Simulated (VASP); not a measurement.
Be: single point with PBEsol

Crystal: Be.

```xyz
1
Lattice="3.2782 0.0000 0.0000 -1.6391 2.8390 0.0000 0.0000 0.0000 3.1429" Properties=species:S:1:pos:R:3 pbc="T T T"
Be    1.6391    0.9463    1.5715
```

```yaml
Program: VASP 6.6.1
Task: single point
Functional: PBEsol
Potentials_or_basis: VASP PAW PBE potentials, release 64 (Be)
Cutoff: 600 eV
k_mesh: 10 × 10 × 9
Occupations: fermi-dirac, width 0.1 eV
Spin: no spin polarisation
```

| Item | Value |
| --- | --- |
| Pressure | -12.1 GPa |
| Band gap on the k mesh | zero (band 1 reaches 0.82 eV, above the bottom of band 2 at -1.47 eV) |

Stress tensor (GPa, compression positive):
```
-12.76   0.00   0.00
  0.00 -12.76   0.00
  0.00   0.00 -10.87
```

Levels at points of the mesh, in eV from the Fermi level:
| k point | band 1 | band 2 | band 3 | band 4 | band 5 | band 6 |
| --- | --- | --- | --- | --- | --- | --- |
| (0.00, 0.00, 0.00) | -5.13 | 5.90 | 6.91 | 6.91 | 10.64 | 13.93 |
| (0.50, 0.00, 0.00) | -1.26 | -0.99 | 4.99 | 7.48 | 9.53 | 13.87 |

Wall time 9.7 s on 1 thread of Intel(R) Xeon(R) Platinum 8488C (Sapphire Rapids), on a shared host, peak memory 0.15 GiB.

Caveat: the PAW data sets were made with another functional, which shifts forces and pressure a little.
